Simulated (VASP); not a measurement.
# Ti (I4/mmm) in VASP: single point with r2SCAN

Aim: the single point of Ti with r2SCAN.

All numbers are computed with VASP 6.6.1; they aren't measurements. Logs are shortened: lines on timing, memory, paths and dates and some standing lists are left out, and cuts for length are marked.

**1. The cell of the first run**

The structure is tetragonal, space group I4/mmm (No. 139). Conventional cell: a = 3.081 Å, b = 3.081 Å, c = 3.962 Å, α = 90.00°, β = 90.00°, γ = 90.00°. Ti (site symmetry 4/mmm) has 14 Ti at 2.94 to 3.96 Å within 4.0 Å.

**2. Single point, r2SCAN (biaxial strain in the a-b plane: +6.0 %)**

Input file POSCAR:

```
Ti
1.0
    2.1784607123      2.1784607123      0.0000000000
   -2.1784607123      2.1784607123      0.0000000000
    0.0000000000      0.0000000000      3.9623323145
Ti
2
Direct
    0.0000000000      0.0000000000      0.0000000000
    0.5000000000      0.5000000000      0.5000000000
```

Input file INCAR.step1:

```
PREC = Accurate
ENCUT = 520
ISMEAR = 0
SIGMA = 0.1
LREAL = False
LASPH = True
NELM = 60
NBANDS = 19
GGA = PE
ALGO = Normal
EDIFF = 1E-4
LWAVE = True
LCHARG = False
```

Input file INCAR.step2:

```
PREC = Accurate
ENCUT = 520
EDIFF = 1E-7
ISMEAR = 0
SIGMA = 0.1
LREAL = False
LASPH = True
NELM = 60
ALGO = Normal
ISIF = 2
LWAVE = False
LCHARG = False
METAGGA = R2SCAN
LMIXTAU = True
NBANDS = 19
ISTART = 1
```

Input file KPOINTS:

```
Automatic mesh
0
Gamma
  18 18 12
```

Potentials or basis: VASP PAW PBE potentials, release 64 (Ti_sv).

Command:

```bash
> cat potpaw_PBE.64/Ti_sv/POTCAR > POTCAR
> cp INCAR.step1 INCAR
> mpirun -np 1 vasp_std > vasp.out
> cp INCAR.step2 INCAR
> mpirun -np 1 vasp_std > vasp.out
```

OUTCAR:

```text
PREC = Accurate
   ENCUT = 520
   EDIFF = 1E-7
   ISMEAR = 0
   LREAL = False
   LASPH = True
   NELM = 60
   ISIF = 2
   METAGGA = R2SCAN
   ISTART = 1

 ion  position               nearest neighbor table
   1  0.000  0.000  0.000-
   2  0.500  0.500  0.500-

  LATTYP: Found a simple tetragonal cell.
 ALAT       =     3.0808086844
 C/A-ratio  =     1.2861338435

  Lattice vectors:

 A1 = (   2.1784607123,   2.1784607123,   0.0000000000)
 A2 = (  -2.1784607123,   2.1784607123,   0.0000000000)
 A3 = (   0.0000000000,   0.0000000000,   3.9623323145)

Analysis of symmetry for initial positions (statically):
=====================================================================
 Subroutine PRICEL returns following result:

  LATTYP: Found a body centered tetragonal cell.
 ALAT       =     3.0808086844
 C/A-ratio  =     1.2861338435

  Lattice vectors:

 A1 = (   0.0000000000,  -2.1784607123,  -1.9811661572)
 A2 = (   0.0000000000,   2.1784607123,  -1.9811661573)
 A3 = (   2.1784607123,   0.0000000000,   1.9811661573)

   2 primitive cells build up your supercell.

 Routine SETGRP: Setting up the symmetry group for a
 simple tetragonal supercell.

 Subroutine GETGRP returns: Found 16 space group operations
 (whereof 16 operations were pure point group operations)
 out of a pool of 16 trial point group operations.

The static configuration has the point symmetry D_4h.

Analysis of symmetry for dynamics (positions and initial velocities):
=====================================================================
 Subroutine PRICEL returns following result:

  LATTYP: Found a body centered tetragonal cell.
 ALAT       =     3.0808086844
 C/A-ratio  =     1.2861338435

  Lattice vectors:

 A1 = (   0.0000000000,  -2.1784607123,  -1.9811661572)
 A2 = (   0.0000000000,   2.1784607123,  -1.9811661573)
 A3 = (   2.1784607123,   0.0000000000,   1.9811661573)

   2 primitive cells build up your supercell.

 Routine SETGRP: Setting up the symmetry group for a
 simple tetragonal supercell.

 Subroutine GETGRP returns: Found 16 space group operations
 (whereof 16 operations were pure point group operations)
 out of a pool of 16 trial point group operations.

The dynamic configuration has the point symmetry D_4h.

 Subroutine INISYM returns: Found 16 space group operations
 (whereof 16 operations are pure point group operations),
 and found     2 'primitive' translations

----------------------------------------------------------------------------------------

                                     Primitive cell

  volume of cell :      18.8040

  direct lattice vectors                    reciprocal lattice vectors
     0.000000000 -2.178460712 -1.981166157     0.229519861 -0.229519861 -0.252376611
     0.000000000  2.178460712 -1.981166157     0.229519861  0.229519861 -0.252376611
     2.178460712  0.000000000  1.981166157     0.459039722  0.000000000  0.000000000

  length of vectors
     2.944607006  2.944607006  2.944607006     0.411160172  0.411160172  0.459039722

  position of ions in fractional coordinates (direct lattice)
     0.000000000  0.000000000  0.000000000

  ion indices of the primitive-cell ions
   primitive index   ion index
                 1           1

----------------------------------------------------------------------------------------

 KPOINTS: Automatic mesh

Automatic generation of k-mesh.
 Grid dimensions read from file:
 generate k-points for:   18   18   12

 Generating k-lattice:

  Cartesian coordinates                     Fractional coordinates (reciprocal lattice)
     0.012751103  0.012751103  0.000000000     0.055555556  0.000000000  0.000000000
    -0.012751103  0.012751103  0.000000000     0.000000000  0.055555556  0.000000000
     0.000000000  0.000000000  0.021031384     0.000000000  0.000000000  0.083333333

  Length of vectors
     0.018032783  0.018032783  0.021031384

  Shift w.r.t. Gamma in fractional coordinates (k-lattice)
     0.000000000  0.000000000  0.000000000

 Subroutine IBZKPT returns following result:
 ===========================================

 Found    385 irreducible k-points:

 Following reciprocal coordinates:
            Coordinates               Weight
  0.000000  0.000000  0.000000      1.000000
  0.055556  0.000000  0.000000      4.000000
  0.111111  0.000000  0.000000      4.000000
  0.166667  0.000000  0.000000      4.000000
  0.222222  0.000000  0.000000      4.000000
  0.277778  0.000000  0.000000      4.000000
[... 16 lines left out ...]
  0.277778  0.111111  0.000000      8.000000
  0.333333  0.111111  0.000000      8.000000
 [... further k-points ...]
   k-points           NKPTS =    385   k-points in BZ     NKDIM =    385   number of bands    NBANDS=     19
   number of dos      NEDOS =    301   number of ions     NIONS =      2
   total plane-waves  NPLWV =  17280
   dimension x,y,z NGX =    24 NGY =   24 NGZ =   30
   dimension x,y,z NGXF=    48 NGYF=   48 NGZF=   60
   ions per type =               2
   NGX,Y,Z   is equivalent  to a cutoff of  12.95, 12.95, 12.59 a.u.
   NGXF,Y,Z  is equivalent  to a cutoff of  25.90, 25.90, 25.17 a.u.
 SYSTEM =  unknown system
   PREC   = accura    normal or accurate (medium, high low for compatibility)
   ISTART =      1    job   : 0-new  1-cont  2-samecut
   ICHARG =      0    charge: 1-file 2-atom 10-const
   ISPIN  =      1    spin polarized calculation?
   LNONCOLLINEAR =      F non collinear calculations
   LSORBIT =      F    spin-orbit coupling
   LASPH  =      T    aspherical Exc in radial PAW
   ENCUT  =  520.0 eV  38.22 Ry    6.18 a.u.   5.73  5.73  7.37*2*pi/ulx,y,z
   NELM   =     60;   NELMIN=  2; NELMDL=  0     # of ELM steps
   EDIFF  = 0.1E-06   stopping-criterion for ELM
   LREAL  =      F    real-space projection
   EDIFFG = 0.1E-05   stopping-criterion for IOM
   NSW    =      0    number of steps for IOM
   IBRION =     -1    ionic relax: 0-MD 1-quasi-New 2-CG
   NFREE  =      0    steps in history (QN), initial steepest desc. (CG)
   ISIF   =      2    stress and relaxation
   ISYM   =      2    0-nonsym 1-usesym 2-fastsym
   POTIM  = 0.5000    time-step for ionic-motion
   TEBEG  =    0.0;   TEEND  =   0.0 temperature during run
   PSTRESS=    0.0 pullay stress
   NELECT =      24.0000    total number of electrons
   NUPDOWN=      -1.0000    fix difference up-down
   EMIN   =  10.00;   EMAX   =-10.00  energy-range for DOS
   EFERMI =   0.00;   METHOD = LEGACY
   ISMEAR =     0;   SIGMA  =   0.10  broadening in eV -4-tet -1-fermi 0-gaus
   EFERMI_NEDOS =   21; number of points for ismear=-14 and -15
   IALGO  =     38    algorithm
   IMIX   =      4    mixing-type and parameters
     AMIX     =   0.40;   BMIX     =  1.00
     AMIX_MAG =   1.60;   BMIX_MAG =  1.00
  volume/ion in A,a.u.               =      18.80       126.90
  Fermi-wavevector in a.u.,A,eV,Ry     =   1.409457  2.663487 27.028908  1.986569
  Thomas-Fermi vector in A             =   2.531511
   LORBIT       =      0    0 simple, 1 ext, 2 COOP (PROOUT), +10 PAW based schemes
   METAGGA = R2SCAN    functional components
   LHFCALC =     F    Hartree Fock is set to
   AEXX    =    0.0000 exact exchange contribution
   IVDW    =     0    specifies the selected vdW correction
   LEPSILON=     F    determine dielectric tensor
   LRPA    =     F    only Hartree local field effects (RPA)
 non-spin polarized calculation
 Gauss-broadening in eV      SIGMA  =   0.10
  energy-cutoff  :      520.00
  volume of cell :       37.61
 maximum number of plane-waves:      1040
 NGX is ok and might be reduce to    24
   NGX = 11   NGY = 11   NGZ = 15

 number of electron      24.0000002 magnetization

 Free energy of the ion-electron system (eV)
  ---------------------------------------------------
  ext. energy  EPLUGINS =         0.00000000
  ---------------------------------------------------
  free energy    TOTEN  =       -25.67675311 eV

  energy without entropy =      -25.65805196  energy(sigma->0) =      -25.66740254

 E-fermi :   7.3850     XC(G=0): -12.0104

 val. band max:        7.3832990765   @ k =   0.4444   0.0000   0.3333
 cond. band min:       7.3865724941   @ k =   0.2222   0.2222   0.1667
 fundamental gap:      0.0032734175
 Fermi energy:         7.3850421745

 k-point     1 :       0.0000    0.0000    0.0000
  band No.  band energies     occupation
      1     -51.8148      2.00000
      2     -51.6720      2.00000
      3     -27.1875      2.00000
      4     -26.9398      2.00000
      5     -26.9398      2.00000
      6     -26.6970      2.00000
[... 11 lines left out ...]
     18      11.0846      0.00000
     19      11.0846      0.00000

 k-point     2 :       0.0556    0.0000    0.0000
  band No.  band energies     occupation
      1     -51.8131      2.00000
      2     -51.6724      2.00000
      3     -27.1831      2.00000
      4     -26.9445      2.00000
      5     -26.9374      2.00000
      6     -26.7056      2.00000
[... 11 lines left out ...]
     18      10.8629      0.00000
     19      11.0622      0.00000

 k-point     3 :       0.1111    0.0000    0.0000
  band No.  band energies     occupation
      1     -51.8080      2.00000
      2     -51.6738      2.00000
      3     -27.1703      2.00000
      4     -26.9580      2.00000
      5     -26.9304      2.00000
      6     -26.7304      2.00000
[... 11 lines left out ...]
     18      10.6771      0.00000
     19      10.9958      0.00000

 k-point     4 :       0.1667    0.0000    0.0000
  band No.  band energies     occupation
      1     -51.8000      2.00000
      2     -51.6762      2.00000
      3     -27.1495      2.00000
      4     -26.9779      2.00000
      5     -26.9191      2.00000
      6     -26.7689      2.00000
[... 407 lines left out ...]
     18      10.2790      0.00000
     19      10.9662      0.00000

 k-point    23 :       0.2778    0.1111    0.0000
  band No.  band energies     occupation
      1     -51.7717      2.00000
      2     -51.6853      2.00000
      3     -27.0755      2.00000
      4     -27.0354      2.00000
      5     -26.8927      2.00000
      6     -26.8874      2.00000
[... 11 lines left out ...]
     18      10.3841      0.00000
     19      10.8075      0.00000

 k-point    24 :       0.3333    0.1111    0.0000
  band No.  band energies     occupation
      1     -51.7587      2.00000
      2     -51.6914      2.00000
      3     -27.0542      2.00000
      4     -27.0390      2.00000
      5     -26.9436      2.00000
      6     -26.8681      2.00000
[... 11 lines left out ...]
     18      10.5737      0.00000
     19      10.6102      0.00000

 [... further k-points ...]

------------------------ aborting loop because EDIFF is reached ----------------------------------------

  FORCE on cell =-STRESS in cart. coord.  units (eV):
  Direction    XX          YY          ZZ          XY          YZ          ZX
  --------------------------------------------------------------------------------------
  -------------------------------------------------------------------------------------
  Total       -2.0097747     -2.0097747     -1.3057609      0.0000000      0.0000000      0.0000000
  in kB      -85.6204690    -85.6204690    -55.6280549      0.0000000      0.0000000      0.0000000
  external PRESSURE =     -75.6229976 kB  Pullay stress =       0.0000000 kB

 VOLUME and BASIS-vectors are now :
 -----------------------------------------------------------------------------
  energy-cutoff  :      520.00
  volume of cell :       37.61
      direct lattice vectors                 reciprocal lattice vectors
     2.178460712  2.178460712  0.000000000     0.229519861  0.229519861  0.000000000
    -2.178460712  2.178460712  0.000000000    -0.229519861  0.229519861  0.000000000
     0.000000000  0.000000000  3.962332314     0.000000000  0.000000000  0.252376611

 POSITION                                       TOTAL-FORCE (eV/Angst)
 -----------------------------------------------------------------------------------
      0.00000      0.00000      0.00000         0.000000     -0.000000      0.000000
      0.00000      2.17846      1.98117        -0.000000      0.000000     -0.000000
 -----------------------------------------------------------------------------------
    total drift:                               -0.000000      0.000000     -0.000000

  FREE ENERGIE OF THE ION-ELECTRON SYSTEM (eV)
  ---------------------------------------------------
  free  energy   TOTEN  =       -25.6767531125 eV

  energy  without entropy=      -25.6580519597  energy(sigma->0) =      -25.66740254
```

Wall time 9.6 min (1 thread of AMD EPYC 9R14 (Zen 4), shared host); peak memory 0.29 GiB.

What came out:

```
Free energy            : -25.6768 eV
Pressure               : -7.6 GPa
Band gap on the k mesh : zero (bands 12 and 13 overlap by 1.38 eV)
```

Caveat: the cell differs from its parent crystal (biaxial strain in the a-b plane: +6.0 %); the cell stands under tension; the PAW data sets were made with another functional, which shifts forces and pressure a little.
